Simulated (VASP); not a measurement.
# Si2I (Pnnm) in VASP: further runs

The runs below take Si2I through relaxation of cell and atoms, single point, with PBE.

Program: VASP 6.6.1. These are calculated values, not measurements. Logs are shortened: lines on timing, memory, paths and dates and some standing lists are left out, and cuts for length are marked.

## (1) The cell of the first run

It takes space group Pnnm (No. 58, orthorhombic). Conventional cell: a = 5.496 Å, b = 7.983 Å, c = 3.599 Å, α = 90.00°, β = 90.00°, γ = 90.00°. Within 3.2 Å of Si (site symmetry m) lie 1 Si at 2.38 Å and 3 I at 2.87 to 3.13 Å. I (site symmetry 2/m) has 6 Si at 2.87 to 3.13 Å and 2 I at 3.60 Å within 3.8 Å.

## (2) Relaxation of cell and atoms, PBE

INCAR

```
PREC = Accurate
ENCUT = 600
EDIFF = 1E-6
ISMEAR = 0
SIGMA = 0.1
LREAL = False
LASPH = True
NELM = 60
ALGO = Normal
ISIF = 3
LWAVE = False
LCHARG = False
GGA = PE
IBRION = 2
NSW = 90
EDIFFG = -0.04
```

KPOINTS

```
regular mesh
0
Gamma
  4 2 6
```

POSCAR

```
Si2I
1.0
    5.4958322936      0.0000000000      0.0000000000
    0.0000000000      7.9825801571      0.0000000000
    0.0000000000      0.0000000000      3.5992842686
Si I
4 2
Direct
    0.3689646045      0.8813769626      0.5000000000
    0.8689646045      0.6186230374      0.0000000000
    0.6310353955      0.1186230374      0.5000000000
    0.1310353955      0.3813769626      0.0000000000
    0.5000000000      0.5000000000      0.5000000000
    0.0000000000      0.0000000000      0.0000000000
```

Potentials or basis: VASP PAW PBE potentials, release 64 (Si, I).

Run with:

```bash
cat potpaw_PBE.64/Si/POTCAR potpaw_PBE.64/I/POTCAR > POTCAR
mpirun -np 1 vasp_std > vasp.out
```

OUTCAR:

```text
PREC = Accurate
   ENCUT = 600
   EDIFF = 1E-6
   ISMEAR = 0
   LREAL = False
   LASPH = True
   NELM = 60
   ISIF = 3
   GGA = PE
   IBRION = 2
   NSW = 90
   EDIFFG = -0.04

 ion  position               nearest neighbor table
   1  0.369  0.881  0.500-   3 2.38   6 2.87   6 2.87   5 3.13
   2  0.869  0.619  0.000-   4 2.38   5 2.87   5 2.87   6 3.13
   3  0.631  0.119  0.500-   1 2.38   6 2.87   6 2.87   5 3.13
   4  0.131  0.381  0.000-   2 2.38   5 2.87   5 2.87   6 3.13
   5  0.500  0.500  0.500-   2 2.87   4 2.87   2 2.87   4 2.87   3 3.13   1 3.13
   6  0.000  0.000  0.000-   1 2.87   3 2.87   1 2.87   3 2.87   2 3.13   4 3.13

  LATTYP: Found a simple orthorhombic cell.
 ALAT       =     3.5992842686
 B/A-ratio  =     1.5269236558
 C/A-ratio  =     2.2178243121

  Lattice vectors:

 A1 = (   0.0000000000,   0.0000000000,   3.5992842686)
 A2 = (   5.4958322936,   0.0000000000,   0.0000000000)
 A3 = (   0.0000000000,   7.9825801571,   0.0000000000)

Analysis of symmetry for initial positions (statically):
=====================================================================
 Subroutine PRICEL returns:
 Original cell was already a primitive cell.

 Routine SETGRP: Setting up the symmetry group for a
 simple orthorhombic supercell.

 Subroutine GETGRP returns: Found  8 space group operations
 (whereof  4 operations were pure point group operations)
 out of a pool of  8 trial point group operations.

The static configuration has the point symmetry C_2h.
 The point group associated with its full space group is D_2h.

Analysis of symmetry for dynamics (positions and initial velocities):
=====================================================================
 Subroutine PRICEL returns:
 Original cell was already a primitive cell.

 Routine SETGRP: Setting up the symmetry group for a
 simple orthorhombic supercell.

 Subroutine GETGRP returns: Found  8 space group operations
 (whereof  4 operations were pure point group operations)
 out of a pool of  8 trial point group operations.

The dynamic configuration has the point symmetry C_2h.
 The point group associated with its full space group is D_2h.

 Subroutine INISYM returns: Found  8 space group operations
 (whereof  4 operations are pure point group operations),
 and found     1 'primitive' translations

----------------------------------------------------------------------------------------

                                     Primitive cell
[... 87 lines left out ...]
   NGXF,Y,Z  is equivalent  to a cutoff of  29.04, 26.66, 27.71 a.u.
 SYSTEM =  unknown system
   PREC   = accura    normal or accurate (medium, high low for compatibility)
   ISTART =      0    job   : 0-new  1-cont  2-samecut
   ICHARG =      2    charge: 1-file 2-atom 10-const
   ISPIN  =      1    spin polarized calculation?
   LNONCOLLINEAR =      F non collinear calculations
   LSORBIT =      F    spin-orbit coupling
   LASPH  =      T    aspherical Exc in radial PAW
   ENCUT  =  600.0 eV  44.10 Ry    6.64 a.u.  10.98 15.94  7.19*2*pi/ulx,y,z
   NELM   =     60;   NELMIN=  2; NELMDL= -5     # of ELM steps
   EDIFF  = 0.1E-05   stopping-criterion for ELM
   LREAL  =      F    real-space projection
   EDIFFG = -.4E-01   stopping-criterion for IOM
   NSW    =     90    number of steps for IOM
   IBRION =      2    ionic relax: 0-MD 1-quasi-New 2-CG
   NFREE  =      1    steps in history (QN), initial steepest desc. (CG)
   ISIF   =      3    stress and relaxation
   ISYM   =      2    0-nonsym 1-usesym 2-fastsym
   POTIM  = 0.5000    time-step for ionic-motion
   TEBEG  =    0.0;   TEEND  =   0.0 temperature during run
   PSTRESS=    0.0 pullay stress
   NELECT =      30.0000    total number of electrons
   NUPDOWN=      -1.0000    fix difference up-down
   EMIN   =  10.00;   EMAX   =-10.00  energy-range for DOS
   EFERMI =   0.00;   METHOD = LEGACY
   ISMEAR =     0;   SIGMA  =   0.10  broadening in eV -4-tet -1-fermi 0-gaus
   EFERMI_NEDOS =   21; number of points for ismear=-14 and -15
   IALGO  =     38    algorithm
   IMIX   =      4    mixing-type and parameters
     AMIX     =   0.40;   BMIX     =  1.00
     AMIX_MAG =   1.60;   BMIX_MAG =  1.00
  volume/ion in A,a.u.               =      26.32       177.60
  Fermi-wavevector in a.u.,A,eV,Ry     =   0.941133  1.778483 12.051103  0.885731
  Thomas-Fermi vector in A             =   2.068614
   LORBIT       =      0    0 simple, 1 ext, 2 COOP (PROOUT), +10 PAW based schemes
   GGA     = PE    functional components
   LHFCALC =     F    Hartree Fock is set to
   AEXX    =    0.0000 exact exchange contribution
   IVDW    =     0    specifies the selected vdW correction
   LEPSILON=     F    determine dielectric tensor
   LRPA    =     F    only Hartree local field effects (RPA)
 conjugate gradient relaxation of ions
 non-spin polarized calculation
 Gauss-broadening in eV      SIGMA  =   0.10
  energy-cutoff  :      600.00
  volume of cell :      157.90
 maximum number of plane-waves:      5300
 NGX is ok and might be reduce to    48
   NGX = 21   NGY = 31   NGZ = 15

--------------------------------------- Ionic step        1  -------------------------------------------

 number of electron      30.0000001 magnetization

 Free energy of the ion-electron system (eV)
  ---------------------------------------------------
  ext. energy  EPLUGINS =         0.00000000
  ---------------------------------------------------
  free energy    TOTEN  =       -18.71856138 eV

  energy without entropy =      -18.69161161  energy(sigma->0) =      -18.70508649

------------------------ aborting loop because EDIFF is reached ----------------------------------------

  FORCE on cell =-STRESS in cart. coord.  units (eV):
  Direction    XX          YY          ZZ          XY          YZ          ZX
  --------------------------------------------------------------------------------------
  -------------------------------------------------------------------------------------
  Total       -0.3870147      2.5779424     -0.7486326      0.0000000      0.0000000      0.0000000
  in kB       -3.9268570     26.1571781     -7.5960252      0.0000000      0.0000000      0.0000000
  external PRESSURE =       4.8780986 kB  Pullay stress =       0.0000000 kB
[... 267 lines left out ...]
--------------------------------------- Ionic step        8  -------------------------------------------

 number of electron      30.0000001 magnetization

 Free energy of the ion-electron system (eV)
  ---------------------------------------------------
  ext. energy  EPLUGINS =         0.00000000
  ---------------------------------------------------
  free energy    TOTEN  =       -18.84906329 eV

  energy without entropy =      -18.82578712  energy(sigma->0) =      -18.83742521

 E-fermi :   5.4177     XC(G=0):  -9.1387

 val. band max:        5.3510176983   @ k =   0.2500   0.5000   0.0000
 cond. band min:       5.4449128825   @ k =   0.2500   0.5000   0.1667
 fundamental gap:      0.0938951842
 Fermi energy:         5.4177385365

 k-point     1 :       0.0000    0.0000    0.0000
  band No.  band energies     occupation
      1      -9.3459      2.00000
      2      -9.1547      2.00000
      3      -2.7001      2.00000
      4      -2.5978      2.00000
      5      -2.5583      2.00000
      6      -1.8236      2.00000
[... 550 lines left out ...]
  FREE ENERGIE OF THE ION-ELECTRON SYSTEM (eV)
  ---------------------------------------------------
  free  energy   TOTEN  =       -18.8490632927 eV

  energy  without entropy=      -18.8257871190  energy(sigma->0) =      -18.83742521

 reached required accuracy - stopping structural energy minimisation
```

OSZICAR:

```text
N       E                     dE             d eps       ncg     rms          rms(c)
DAV:   1     0.118155192863E+03    0.11816E+03   -0.12313E+04   912   0.143E+03
DAV:   2    -0.949758361098E+01   -0.12765E+03   -0.12418E+03  1199   0.183E+02
DAV:   3    -0.189511645750E+02   -0.94536E+01   -0.91199E+01  1165   0.484E+01
[... 74 lines left out ...]
DAV:   3    -0.188493248930E+02    0.58002E-03   -0.15790E-03  1048   0.193E-01    0.671E-02
DAV:   4    -0.188490944478E+02    0.23045E-03   -0.42267E-04  1152   0.939E-02    0.101E-01
DAV:   5    -0.188490669702E+02    0.27478E-04   -0.94128E-05  1113   0.464E-02    0.925E-02
DAV:   6    -0.188490636271E+02    0.33432E-05   -0.85962E-06  1023   0.163E-02    0.456E-02
DAV:   7    -0.188490632927E+02    0.33432E-06   -0.22143E-06   542   0.774E-03
   8 F= -.18849063E+02 E0= -.18837425E+02  d E =-.154015E-01
```

CONTCAR:

```text
Si2I
   1.00000000000000
     5.2827317016069575    0.0000000000000000    0.0000000000000000
    -0.0000000000000000    8.6747664286968131    0.0000000000000000
     0.0000000000000000    0.0000000000000000    3.5095557721865545
  Si              I
     4     2
Direct
     0.3812252917577155    0.8819538042674345    0.5000000000000000
     0.8812252917577154    0.6180461957325655    0.0000000000000000
     0.6187747082422846    0.1180461957325655    0.5000000000000000
     0.1187747082422846    0.3819538042674346    0.0000000000000000
     0.5000000000000000    0.5000000000000000    0.5000000000000000
     0.0000000000000000    1.0000000000000000    0.0000000000000000

  0.00000000E+00  0.00000000E+00  0.00000000E+00
  0.00000000E+00  0.00000000E+00  0.00000000E+00
  0.00000000E+00  0.00000000E+00  0.00000000E+00
  0.00000000E+00  0.00000000E+00  0.00000000E+00
  0.00000000E+00  0.00000000E+00  0.00000000E+00
  0.00000000E+00  0.00000000E+00  0.00000000E+00
```

It took 3.2 min on 1 thread of Intel Xeon 6975P-C (Granite Rapids), shared host; peak memory 0.35 GiB.

What came out:

| Quantity | Value |
| --- | --- |
| Free energy | -18.8491 eV |
| Relaxed volume | 26.81 Å³/atom |
| Relaxed cell | a = 5.283 Å, b = 8.675 Å, c = 3.510 Å, α = 90.00°, β = 90.00°, γ = 90.00° |
| Space group after relaxing (to 0.1 Å) | Pnnm (No. 58) |
| Energy gained by relaxing | 21.8 meV/atom |
| Ionic steps | 8 |
| Pressure after relaxing | -0.1 GPa |
| Largest force after relaxing | 0.014 eV/Å |
| Band gap on the k mesh | zero (bands 15 and 16 overlap by 2.46 eV) |

Forces on the atoms (eV/Å):
```
Si  -0.002 -0.013  0.000
Si  -0.002  0.013  0.000
Si   0.002  0.013  0.000
Si   0.002 -0.013  0.000
I    0.000  0.000  0.000
I    0.000  0.000  0.000
```

Stress tensor (GPa, compression positive):
```
-0.16  0.00  0.00
 0.00 -0.03  0.00
 0.00  0.00  0.00
```

Step by step:
```tsv
step	energy change (eV)	largest force (eV/Å)	pressure (GPa)	volume (Å³)
1	0.0000	0.1228	0.49	157.90
2	-0.0461	0.1642	-0.16	159.71
3	-0.0656	0.2925	-0.63	161.58
4	-0.0669	0.3227	-0.74	162.11
5	-0.1049	0.2476	-0.10	159.86
6	-0.1151	0.1911	0.49	158.10
7	-0.1289	0.0612	0.11	159.90
8	-0.1305	0.0135	-0.06	160.83
```

Final structure:
```
Si I
1.0
     5.28273    0.00000    0.00000
     0.00000    8.67477    0.00000
     0.00000    0.00000    3.50956
Si I
4 2
Direct
  0.38123 0.88195 0.50000
  0.88123 0.61805 0.00000
  0.61877 0.11805 0.50000
  0.11877 0.38195 0.00000
  0.50000 0.50000 0.50000
  0.00000 0.00000 0.00000
```

Caveat: the k points lie up to 0.36 Å⁻¹ apart in the final cell, too coarse for converged energies and pressures of a metal; spin-orbit coupling is left out, which moves the levels of the heavy elements.

(Part 1 of 2 ends here.)

The gap in the log of VASP goes by the Fermi energy; the results here count the filled bands.